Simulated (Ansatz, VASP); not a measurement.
**One calculation of NbCd3, two programs**

Contents of INCAR:

```
PREC = Accurate ; ENCUT = 520
EDIFF = 1E-7 ; ISMEAR = -1
SIGMA = 0.05 ; LREAL = False
LASPH = True ; NELM = 60
ALGO = Normal ; ISIF = 2
LWAVE = False ; LCHARG = True
LELF = True ; LVHAR = True
NBANDS = 32
```

File KPOINTS:

```
Automatic mesh
0
Gamma
  6 6 6
```

The input POSCAR:

```
NbCd3
1.0
    4.2150000000      0.0000000000      0.0000000000
    0.0000000000      4.2150000000      0.0000000000
    0.0000000000      0.0000000000      4.2150000000
Cd Nb
3 1
Direct
    0.5000000000      0.5000000000      0.0000000000
    0.5000000000      0.0000000000      0.5000000000
    0.0000000000      0.5000000000      0.5000000000
    0.0000000000      0.0000000000      0.0000000000
```

input.yaml

```yaml
crystal:
  lattice:
    - [4.215, 0.0, 0.0]
    - [0.0, 4.215, 0.0]
    - [0.0, 0.0, 4.215]
  atoms:
    - { symbol: Cd, position: [0.5, 0.5, 0.0] }
    - { symbol: Cd, position: [0.5, 0.0, 0.5] }
    - { symbol: Cd, position: [0.0, 0.5, 0.5] }
    - { symbol: Nb, position: [0.0, 0.0, 0.0] }
kpoints:
  mp_grid: { grid: [6, 6, 6] }
  band_path:
    path:
      - [0.0, 0.0, 0.0]
      - [0.0, 0.5, 0.0]
      - [0.5, 0.5, 0.0]
      - [0.0, 0.0, 0.0]
      - [0.5, 0.5, 0.5]
      - [0.0, 0.5, 0.0]
    npoints: 8
scf:
  occupations: { method: fermi_dirac, width: 0.05 }
hamiltonian:
  xc: lda
  pseudopotentials: { kind: all_electron, lapw: { basis_error: 0.002 } }
output:
  forces: true
  stress: true
  eigenvalues: true
```

Alike in both runs: functional LDA; k mesh 6 × 6 × 6; occupations fermi-dirac, width 0.05 eV; no spin polarisation.

|  | VASP | Ansatz |
| --- | --- | --- |
| version | VASP 6.6.1 | Ansatz 0.2.0 |
| potentials or method | VASP PAW LDA potentials, release 64 (Cd, Nb_sv), cutoff 520 eV | all-electron LAPW, scalar-relativistic |
| task | single point | band structure |

```csv
,VASP,Ansatz,Ansatz less VASP
gap on the k mesh at the Fermi level (eV),none,none,-
pressure (GPa),-1.7,-2.5,-0.83
```

LDA's correlation is that of Perdew and Zunger in VASP and of Perdew and Wang (1992) in Ansatz. A gap of «none» marks a metal or a gap that the smearing closes. Ansatz ran all-electron here, and VASP with PAW potentials.
